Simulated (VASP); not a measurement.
# Al in VASP: further runs

The runs below take Al through single point, with LDA.

Everything below comes from runs of VASP 6.6.1. Logs are shortened: lines on timing, memory, paths and dates and some standing lists are left out, and cuts for length are marked.

### Step 1. The cell of the first run

The cell holds a slab with vacuum, 17 atoms: a = 5.634 Å, b = 7.968 Å, c = 19.672 Å, α = 90.00°, β = 90.00°, γ = 90.00°.

### Step 2. Single point, LDA

INCAR

```
SYSTEM = Al
PREC = Accurate
ENCUT = 520
EDIFF = 1E-6
ISMEAR = 0
SIGMA = 0.1
LREAL = Auto
LASPH = .True.
NELM = 60
ALGO = Normal
ISIF = 2
LWAVE = .False.
LCHARG = .True.
LDIPOL = .True.
IDIPOL = 3
DIPOL = 0.5 0.5 0.323
LELF = .True.
LVHAR = .True.
LVACPOTAV = .True.
NBANDS = 40
```

KPOINTS

```
regular mesh
0
Gamma
  5 4 1
  0 0 0
```

POSCAR

```
Al
1.0
    5.6343731020      0.0000000000      0.0000000000
    0.0000000000      7.9682068563      0.0000000000
    0.0000000000      0.0000000000     19.6723116275
Al
17
Direct
    0.2500000000      0.2500000000      0.2033314679
    0.2500000000      0.7500000000      0.2033314679
    0.7500000000      0.2500000000      0.2033314679
    0.7500000000      0.7500000000      0.2033314679
    0.0000000000      0.0000000000      0.2749343025
    0.0000000000      0.5000000000      0.2749343025
    0.5000000000      0.0000000000      0.2749343025
    0.5000000000      0.5000000000      0.2749343025
    0.2500000000      0.2500000000      0.3484027381
    0.2500000000      0.7500000000      0.3484027381
    0.7500000000      0.2500000000      0.3484027381
    0.7500000000      0.7500000000      0.3484027381
    0.0000000000      0.0000000000      0.4154220298
    0.0000000000      0.5000000000      0.4154220298
    0.5000000000      0.0000000000      0.4154220298
    0.5000000000      0.5000000000      0.4154220298
    0.2500000000      0.0625000000      0.5258139571
```

Potentials or basis: VASP PAW LDA potentials, release 64 (Al).

The run is started by

```
> cat potpaw_LDA.64/Al/POTCAR > POTCAR
> mpirun -np 1 vasp_std > vasp.out
```

OUTCAR:

```text
SYSTEM = Al
   PREC = Accurate
   ENCUT = 520
   EDIFF = 1E-6
   ISMEAR = 0
   LREAL = Auto
   LASPH = .True.
   NELM = 60
   ISIF = 2

 ion  position               nearest neighbor table
   1  0.250  0.250  0.203-   3 2.82   3 2.82   6 2.82   7 2.82   8 2.82   5 2.82   9 2.85
   2  0.250  0.750  0.203-   4 2.82   4 2.82   6 2.82   7 2.82   8 2.82   5 2.82  10 2.85
   3  0.750  0.250  0.203-   1 2.82   1 2.82   6 2.82   7 2.82   8 2.82   5 2.82  11 2.85
   4  0.750  0.750  0.203-   2 2.82   2 2.82   6 2.82   7 2.82   8 2.82   5 2.82  12 2.85
   5  0.000  0.000  0.275-  13 2.76   7 2.82   7 2.82   4 2.82   1 2.82   2 2.82   3 2.82  11 2.84
                            12 2.84   9 2.84  10 2.84
   6  0.000  0.500  0.275-  14 2.76   8 2.82   8 2.82   4 2.82   1 2.82   2 2.82   3 2.82  11 2.84
                            12 2.84   9 2.84  10 2.84
   7  0.500  0.000  0.275-  15 2.76   5 2.82   5 2.82   4 2.82   1 2.82   2 2.82   3 2.82  11 2.84
                            12 2.84   9 2.84  10 2.84
   8  0.500  0.500  0.275-  16 2.76   6 2.82   6 2.82   4 2.82   1 2.82   2 2.82   3 2.82  11 2.84
                            12 2.84   9 2.84  10 2.84
   9  0.250  0.250  0.348-  13 2.77  14 2.77  15 2.77  16 2.77  11 2.82  11 2.82   7 2.84   8 2.84
                             5 2.84   6 2.84   1 2.85
  10  0.250  0.750  0.348-  13 2.77  14 2.77  15 2.77  16 2.77  12 2.82  12 2.82   7 2.84   8 2.84
                             5 2.84   6 2.84   2 2.85
  11  0.750  0.250  0.348-  13 2.77  14 2.77  15 2.77  16 2.77   9 2.82   9 2.82   7 2.84   8 2.84
[... 5 lines left out ...]
  14  0.000  0.500  0.415-   6 2.76   9 2.77  10 2.77  11 2.77  12 2.77  16 2.82  16 2.82
  15  0.500  0.000  0.415-  17 2.64   7 2.76  10 2.77  11 2.77  12 2.77   9 2.77  13 2.82  13 2.82

  16  0.500  0.500  0.415-   8 2.76   9 2.77  10 2.77  11 2.77  12 2.77  14 2.82  14 2.82
  17  0.250  0.062  0.526-  13 2.64  15 2.64

  LATTYP: Found a simple orthorhombic cell.
 ALAT       =     5.6343731020
 B/A-ratio  =     1.4142135624
 C/A-ratio  =     3.4914818865

  Lattice vectors:

 A1 = (   5.6343731020,   0.0000000000,   0.0000000000)
 A2 = (   0.0000000000,   7.9682068563,   0.0000000000)
 A3 = (   0.0000000000,   0.0000000000,  19.6723116275)

Analysis of symmetry for initial positions (statically):
=====================================================================
 Subroutine PRICEL returns:
 Original cell was already a primitive cell.

 Routine SETGRP: Setting up the symmetry group for a
 simple orthorhombic supercell.

 Subroutine GETGRP returns: Found  2 space group operations
 (whereof  1 operations were pure point group operations)
 out of a pool of  8 trial point group operations.

The static configuration has the point symmetry C_1 .
 The point group associated with its full space group is C_1h.

Analysis of symmetry for dynamics (positions and initial velocities):
=====================================================================
 Subroutine PRICEL returns:
 Original cell was already a primitive cell.

 Routine SETGRP: Setting up the symmetry group for a
 simple orthorhombic supercell.

 Subroutine GETGRP returns: Found  2 space group operations
 (whereof  1 operations were pure point group operations)
 out of a pool of  8 trial point group operations.

The dynamic configuration has the point symmetry C_1 .
 The point group associated with its full space group is C_1h.

 Subroutine INISYM returns: Found  2 space group operations
 (whereof  1 operations are pure point group operations),
 and found     1 'primitive' translations

----------------------------------------------------------------------------------------

                                     Primitive cell

  volume of cell :     883.2052

  direct lattice vectors                    reciprocal lattice vectors
     5.634373102  0.000000000  0.000000000     0.177482034  0.000000000  0.000000000
     0.000000000  7.968206856  0.000000000     0.000000000  0.125498750  0.000000000
     0.000000000  0.000000000 19.672311628     0.000000000  0.000000000  0.050832867

  length of vectors
     5.634373102  7.968206856 19.672311628     0.177482034  0.125498750  0.050832867

  position of ions in fractional coordinates (direct lattice)
     0.250000000  0.250000000  0.203331468
     0.250000000  0.750000000  0.203331468
     0.750000000  0.250000000  0.203331468
     0.750000000  0.750000000  0.203331468
     0.000000000  0.000000000  0.274934303
     0.000000000  0.500000000  0.274934303
[... 9 lines left out ...]
     0.500000000  0.500000000  0.415422030
     0.250000000  0.062500000  0.525813957

  ion indices of the primitive-cell ions
[... 32 lines left out ...]
     0.000000000  0.000000000  0.050832867     0.000000000  0.000000000  1.000000000

  Length of vectors
     0.035496407  0.031374687  0.050832867

  Shift w.r.t. Gamma in fractional coordinates (k-lattice)
     0.000000000  0.000000000  0.000000000

[... 28 lines left out ...]
   ISPIN  =      1    spin polarized calculation?
   LNONCOLLINEAR =      F non collinear calculations
   LSORBIT =      F    spin-orbit coupling
   LASPH  =      T    aspherical Exc in radial PAW
   ENCUT  =  520.0 eV  38.22 Ry    6.18 a.u.  10.48 14.82 36.58*2*pi/ulx,y,z
   NELM   =     60;   NELMIN=  2; NELMDL= -5     # of ELM steps
   EDIFF  = 0.1E-05   stopping-criterion for ELM
   LREAL  =      T    real-space projection
   EDIFFG = 0.1E-04   stopping-criterion for IOM
   NSW    =      0    number of steps for IOM
   IBRION =     -1    ionic relax: 0-MD 1-quasi-New 2-CG
   NFREE  =      0    steps in history (QN), initial steepest desc. (CG)
   ISIF   =      2    stress and relaxation
   ISYM   =      2    0-nonsym 1-usesym 2-fastsym
   POTIM  = 0.5000    time-step for ionic-motion
   TEBEG  =    0.0;   TEEND  =   0.0 temperature during run
   PSTRESS=    0.0 pullay stress
   NELECT =      51.0000    total number of electrons
   NUPDOWN=      -1.0000    fix difference up-down
   EMIN   =  10.00;   EMAX   =-10.00  energy-range for DOS
   EFERMI =   0.00;   METHOD = LEGACY
   ISMEAR =     0;   SIGMA  =   0.10  broadening in eV -4-tet -1-fermi 0-gaus
   EFERMI_NEDOS =   21; number of points for ismear=-14 and -15
   IALGO  =     38    algorithm
   IMIX   =      4    mixing-type and parameters
     AMIX     =   0.40;   BMIX     =  1.00
     AMIX_MAG =   1.60;   BMIX_MAG =  1.00
  volume/ion in A,a.u.               =      51.95       350.60
  Fermi-wavevector in a.u.,A,eV,Ry     =   0.632768  1.195758  5.447706  0.400395
  Thomas-Fermi vector in A             =   1.696196
   LORBIT       =      0    0 simple, 1 ext, 2 COOP (PROOUT), +10 PAW based schemes
   GGA     = CA    functional components
   LHFCALC =     F    Hartree Fock is set to
   AEXX    =    0.0000 exact exchange contribution
   IVDW    =     0    specifies the selected vdW correction
   LEPSILON=     F    determine dielectric tensor
   LRPA    =     F    only Hartree local field effects (RPA)
 non-spin polarized calculation
 Gauss-broadening in eV      SIGMA  =   0.10
  energy-cutoff  :      520.00
  volume of cell :      883.21
 maximum number of plane-waves:     23865
 NGX is ok and might be reduce to    42
   NGX = 21   NGY = 29   NGZ = 73

 dipolmoment           0.000000      0.000000     -0.003541 electrons x Angstroem

 number of electron      51.0000001 magnetization

 dipolmoment           0.000000      0.000000      0.018014 electrons x Angstroem

 Free energy of the ion-electron system (eV)
  ---------------------------------------------------
  ext. energy  EPLUGINS =         0.00000000
  ---------------------------------------------------
  free energy    TOTEN  =       -63.82727978 eV

  energy without entropy =      -63.77611777  energy(sigma->0) =      -63.80169877

 E-fermi :  -0.3861     XC(G=0):  -4.4536

 val. band max:       -0.3892088638   @ k =   0.2000   0.2500   0.0000
 cond. band min:      -0.3825434790   @ k =   0.0000   0.2500   0.0000
 fundamental gap:      0.0066653848
 Fermi energy:        -0.3861274705

 k-point     1 :       0.0000    0.0000    0.0000
  band No.  band energies     occupation
      1     -10.8623      2.00000
      2      -8.6578      2.00000
      3      -8.5440      2.00000
      4      -8.4122      2.00000
      5      -6.4330      2.00000
      6      -6.3408      2.00000
[... 349 lines left out ...]
     36       2.1017      0.00000
     37       2.2805      0.00000
 [bands above 37 left out]

------------------------ aborting loop because EDIFF is reached ----------------------------------------

  FORCE on cell =-STRESS in cart. coord.  units (eV):
  Direction    XX          YY          ZZ          XY          YZ          ZX
  --------------------------------------------------------------------------------------
  -------------------------------------------------------------------------------------
  Total      -10.0014706     -4.5284830     -0.9413603      0.0000000      0.8107711      0.0000000
  in kB      -18.1431566     -8.2148895     -1.7076735      0.0000000      1.4707784      0.0000000
  external PRESSURE =      -9.3552399 kB  Pullay stress =       0.0000000 kB

 VOLUME and BASIS-vectors are now :
 -----------------------------------------------------------------------------
  energy-cutoff  :      520.00
  volume of cell :      883.21
      direct lattice vectors                 reciprocal lattice vectors
     5.634373102  0.000000000  0.000000000     0.177482034  0.000000000  0.000000000
     0.000000000  7.968206856  0.000000000     0.000000000  0.125498750  0.000000000
     0.000000000  0.000000000 19.672311628     0.000000000  0.000000000  0.050832867

 POSITION                                       TOTAL-FORCE (eV/Angst)
 -----------------------------------------------------------------------------------
      1.40859      1.99205      4.00000         0.000000      0.010650      0.239127
      1.40859      5.97616      4.00000         0.000000     -0.041650      0.212795
      4.22578      1.99205      4.00000         0.000000      0.031681      0.194940
      4.22578      5.97616      4.00000         0.000000     -0.053150      0.210049
      0.00000      0.00000      5.40859         0.023793     -0.018158     -0.228909
      0.00000      3.98410      5.40859        -0.016293      0.007281     -0.238525
[... 9 lines left out ...]
      2.81719      3.98410      8.17231         0.024254     -0.020050      0.074365
      1.40859      0.49801     10.34398         0.000000      0.238823      0.004815
 -----------------------------------------------------------------------------------
    total drift:                               -0.000000     -0.002637     -0.007886

  FREE ENERGIE OF THE ION-ELECTRON SYSTEM (eV)
  ---------------------------------------------------
  free  energy   TOTEN  =       -63.8272797755 eV

  energy  without entropy=      -63.7761177687  energy(sigma->0) =      -63.80169877

 vacuum level on the upper side and lower side of the slab         3.950         3.878
```

It took 6.3 min on 1 thread of Intel Xeon 6975P-C (Granite Rapids), shared host; peak memory 0.62 GiB.

What came out:

| Quantity | Value |
| --- | --- |
| Free energy | -63.8273 eV |
| Largest force | 0.390 eV/Å |
| Band gap on the k mesh | zero (an odd number of electrons rules out a gap without spin polarisation) |

Forces in eV/Å, atoms in the order of the input:
```
Al   0.000  0.011  0.239
Al   0.000 -0.042  0.213
Al   0.000  0.032  0.195
Al   0.000 -0.053  0.210
Al   0.024 -0.018 -0.229
Al  -0.016  0.007 -0.239
Al  -0.024 -0.018 -0.229
Al   0.016  0.007 -0.239
Al   0.000 -0.073  0.059
Al   0.000  0.041  0.016
Al   0.000 -0.039 -0.085
Al   0.000  0.067 -0.016
Al  -0.385 -0.060 -0.025
Al  -0.024 -0.020  0.074
Al   0.385 -0.060 -0.025
Al   0.024 -0.020  0.074
Al   0.000  0.239  0.005
```

Levels at points of the mesh, in eV from the Fermi level:
```
           k point  band 21  band 22  band 23  band 24  band 25  band 26  band 27  band 28  band 29  band 30
(0.00, 0.00, 0.00)    -1.68    -0.98    -0.95    -0.81    -0.54    -0.47    -0.18     0.17     0.59     1.04
(0.00, 0.50, 0.00)    -0.99    -0.96    -0.89    -0.89    -0.65    -0.57     0.11     0.29     0.30     0.54
```

(Continued in part 2 of 2.)
